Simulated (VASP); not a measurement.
# BeTe (I-4m2) in VASP: a series of runs, part 2 of 2

VASP 6.6.1. Earlier steps stand in the parts before.

**4. Single point, r2SCAN (in-plane strain -0.005)**

File POSCAR:

```
BeTe
1.0
    2.8142642672      2.8142642672      0.0000000000
   -2.8142642672      2.8142642672      0.0000000000
    0.0000000000      2.8142642672      2.8368915175
Be Te
1 1
Direct
    0.0000000000      0.0000000000      0.0000000000
    0.7500000000      0.2500000000      0.5000000000
```

File INCAR.step1:

```
PREC = Accurate
ENCUT = 520
ISMEAR = 0
SIGMA = 0.01
LREAL = F
LASPH = T
NELM = 80
NBANDS = 11
GGA = PE
ALGO = Normal
EDIFF = 1E-4
LWAVE = T
LCHARG = F
```

File INCAR.step2:

```
PREC = Accurate
ENCUT = 520
EDIFF = 1E-7
ISMEAR = 0
SIGMA = 0.01
LREAL = F
LASPH = T
NELM = 80
ALGO = Normal
ISIF = 2
LWAVE = F
LCHARG = F
METAGGA = R2SCAN
LMIXTAU = T
NBANDS = 11
ISTART = 1
```

File KPOINTS:

```
regular mesh
0
Gamma
  8 8 8
```

Launch:

```bash
$ cat potpaw_PBE.64/Be/POTCAR potpaw_PBE.64/Te/POTCAR > POTCAR
$ cp INCAR.step1 INCAR
$ mpirun -np 1 vasp_std > vasp.out
$ cp INCAR.step2 INCAR
$ mpirun -np 1 vasp_std > vasp.out
```

Run time: 2.6 min. Hardware: 1 thread of Intel Xeon 6975P-C, shared host; peak memory 0.19 GiB.

Results (log left out):

```
Free energy            : -30.6837 eV
Pressure               : 0.6 GPa
Band gap on the k mesh : 2.32 eV, indirect (least direct gap 4.00 eV)
```

Stress tensor (GPa, compression positive):
```
0.79 0.00 0.00
0.00 0.79 0.00
0.00 0.00 0.28
```

Levels at points of the mesh, in eV from the valence-band top:
```
           k point  band 1  band 2  band 3  band 4  band 5  band 6  band 7  band 8  band 9
(0.00, 0.00, 0.00)  -12.76   -0.05    0.00    0.00    4.00    4.00    4.02    4.45    9.01
(0.50, 0.00, 0.00)  -11.33   -5.74   -1.21   -1.14    3.52    4.98    5.03    8.46   11.72
(0.50, 0.50, 0.00)  -10.79   -5.31   -2.76   -2.75    2.32    2.96   10.49   10.54   12.49
(0.00, 0.00, 0.50)  -10.83   -5.35   -2.70   -2.70    2.37    3.03   10.51   10.51   12.43
```

Caveat: the cell differs from its parent crystal (in-plane strain -0.005); the PAW data sets were made with another functional, which shifts forces and pressure a little; spin-orbit coupling is left out, which moves the levels of the heavy elements. A k mesh can miss the band edges.

**5. Single point, r2SCAN (in-plane strain +0.005, then relaxed in part)**

File POSCAR:

```
BeTe
1.0
    2.8425483301      2.8425483301      0.0000000000
   -2.8425483301      2.8425483301      0.0000000000
    0.0000000000      2.8425483301      2.8174111463
Be Te
1 1
Direct
    0.0000000000      0.0000000000      0.0000000000
    0.7500000000      0.2500000000      0.5000000000
```

File INCAR.step1:

```
SYSTEM = BeTe
PREC     = Accurate       ! precision mode
ENCUT    = 520            ! plane-wave cutoff, eV
ISMEAR   = 0              ! smearing method
SIGMA    = 0.01           ! smearing width, eV
LREAL    = .False.        ! projectors in reciprocal space
LASPH    = .True.         ! aspherical terms in the spheres
NELM     = 60             ! most SCF steps
NBANDS   = 11             ! bands
GGA      = PE             ! functional
ALGO     = Normal         ! electronic algorithm
EDIFF    = 1E-4           ! SCF threshold, eV
LWAVE    = .True.         ! write WAVECAR
LCHARG   = .False.        ! write CHGCAR
```

File INCAR.step2:

```
SYSTEM = BeTe
PREC     = Accurate       ! precision mode
ENCUT    = 520            ! plane-wave cutoff, eV
EDIFF    = 1E-6           ! SCF threshold, eV
ISMEAR   = 0              ! smearing method
SIGMA    = 0.01           ! smearing width, eV
LREAL    = .False.        ! projectors in reciprocal space
LASPH    = .True.         ! aspherical terms in the spheres
NELM     = 60             ! most SCF steps
ALGO     = Normal         ! electronic algorithm
ISIF     = 2              ! what is computed and relaxed
LWAVE    = .False.        ! write WAVECAR
LCHARG   = .False.        ! write CHGCAR
METAGGA  = R2SCAN         ! meta-GGA
LMIXTAU  = .True.       
NBANDS   = 11             ! bands
ISTART   = 1
```

File KPOINTS:

```
Automatic mesh
0
Gamma
  8 8 8
  0 0 0
```

Launch:

```bash
$ cat potpaw_PBE.64/Be/POTCAR potpaw_PBE.64/Te/POTCAR > POTCAR
$ cp INCAR.step1 INCAR
$ mpirun -np 1 vasp_std > vasp.out
$ cp INCAR.step2 INCAR
$ mpirun -np 1 vasp_std > vasp.out
```

Run time: 2 min. Hardware: 1 thread of Intel Xeon 6975P-C, shared host; peak memory 0.19 GiB.

The run converged. Its results:

```
Free energy            : -30.6845 eV
Pressure               : -0.2 GPa
Band gap on the k mesh : 2.31 eV, indirect (least direct gap 3.99 eV)
```

Stress tensor (GPa, compression positive):
```
-0.37  0.00  0.00
 0.00 -0.37  0.00
 0.00  0.00  0.18
```

Levels at points of the mesh, in eV from the valence-band top:
```csv
k point,band 1,band 2,band 3,band 4,band 5,band 6,band 7,band 8
"(0.00, 0.00, 0.00)",-12.69,-0.05,-0.05,0.00,3.99,4.01,4.01,4.33
"(0.50, 0.00, 0.00)",-11.30,-5.67,-1.21,-1.13,3.46,4.97,5.03,8.44
"(0.50, 0.50, 0.00)",-10.79,-5.28,-2.69,-2.67,2.37,3.01,10.38,10.43
"(0.00, 0.00, 0.50)",-10.76,-5.23,-2.75,-2.75,2.31,2.93,10.42,10.42
```

Caveat: the cell differs from its parent crystal (in-plane strain +0.005, then relaxed in part); the PAW data sets were made with another functional, which shifts forces and pressure a little; spin-orbit coupling is left out, which moves the levels of the heavy elements.

**6. Single point, r2SCAN (in-plane strain +0.005)**

Edit POSCAR of step 5 so:

```diff
@@ -4,3 +4,3 @@
    -2.8425483301      2.8425483301      0.0000000000
-    0.0000000000      2.8425483301      2.8174111463
+    0.0000000000      2.8425483301      2.8199210798
 Be Te
```

File INCAR.step1:

```
  ALGO = Normal
  EDIFF = 1E-4
  ENCUT = 520
  GGA = PE
  ISMEAR = 0
  LASPH = T
  LCHARG = F
  LREAL = F
  LWAVE = T
  NBANDS = 11
  NELM = 100
  PREC = Accurate
  SIGMA = 0.01
```

File INCAR.step2:

```
  ALGO = Normal
  EDIFF = 1E-6
  ENCUT = 520
  ISIF = 2
  ISMEAR = 0
  ISTART = 1
  LASPH = T
  LCHARG = F
  LMIXTAU = T
  LREAL = F
  LWAVE = F
  METAGGA = R2SCAN
  NBANDS = 11
  NELM = 100
  PREC = Accurate
  SIGMA = 0.01
```

File KPOINTS:

```
k-points
0
Gamma
  8 8 8
```

Potentials or basis: VASP PAW PBE potentials, release 64 (Be, Te).

Launch:

```bash
$ cat potpaw_PBE.64/Be/POTCAR potpaw_PBE.64/Te/POTCAR > POTCAR
$ cp INCAR.step1 INCAR
$ mpirun -np 1 vasp_std > vasp.out
$ cp INCAR.step2 INCAR
$ mpirun -np 1 vasp_std > vasp.out
```

It took 1.8 min on 1 thread of Intel Xeon 6975P-C, shared host; peak memory 0.19 GiB.

Results (log left out):

```yaml
Free_energy: -30.6845 eV
Pressure: -0.2 GPa
Band_gap_on_the_k_mesh: 2.32 eV, indirect (least direct gap 4.00 eV)
```

Stress tensor (GPa, compression positive):
```
-0.40  0.00  0.00
 0.00 -0.40  0.00
 0.00  0.00  0.09
```

Levels at points of the mesh, in eV from the valence-band top:
| k point | band 1 | band 2 | band 3 | band 4 | band 5 | band 6 | band 7 | band 8 | band 9 |
| --- | --- | --- | --- | --- | --- | --- | --- | --- | --- |
| (0.00, 0.00, 0.00) | -12.68 | -0.04 | -0.04 | 0.00 | 4.00 | 4.01 | 4.01 | 4.32 | 8.97 |
| (0.50, 0.00, 0.00) | -11.29 | -5.66 | -1.20 | -1.13 | 3.47 | 4.97 | 5.03 | 8.45 | 11.64 |
| (0.50, 0.50, 0.00) | -10.78 | -5.27 | -2.69 | -2.67 | 2.38 | 3.01 | 10.38 | 10.43 | 12.35 |
| (0.00, 0.00, 0.50) | -10.75 | -5.23 | -2.73 | -2.73 | 2.32 | 2.94 | 10.42 | 10.42 | 12.41 |

Caveat: the cell differs from its parent crystal (in-plane strain +0.005); the PAW data sets were made with another functional, which shifts forces and pressure a little; spin-orbit coupling is left out, which moves the levels of the heavy elements.

**7. Overview**

```csv
cell,gap on the mesh (eV),pressure (GPa)
"a = 3.960, b = 3.960, c = 3.995 Å, angles 60.3, 60.3, 90.0°, 2 atoms",2.26,1.0
"a = 3.980, b = 3.980, c = 3.998 Å, angles 60.2, 60.2, 90.0°, 2 atoms",2.31,0.5
"a = 3.980, b = 3.980, c = 3.996 Å, angles 60.1, 60.1, 90.0°, 2 atoms",2.32,0.6
"a = 4.020, b = 4.020, c = 4.002 Å, angles 59.9, 59.9, 90.0°, 2 atoms",2.31,-0.2
"a = 4.020, b = 4.020, c = 4.004 Å, angles 59.9, 59.9, 90.0°, 2 atoms",2.32,-0.2
```

Alike in all rows: task single point; level r2SCAN; potentials or basis VASP PAW PBE potentials, release 64 (Be, Te); no spin polarisation; k mesh 8 × 8 × 8; cutoff (eV) 520; smearing gaussian 0.01 eV.

Caveats: the PAW data sets were made with another functional, which shifts forces and pressure a little; spin-orbit coupling is left out, which moves the levels of the heavy elements.

Total energies depend on the potentials used, so only differences within one code and one set of settings carry meaning.
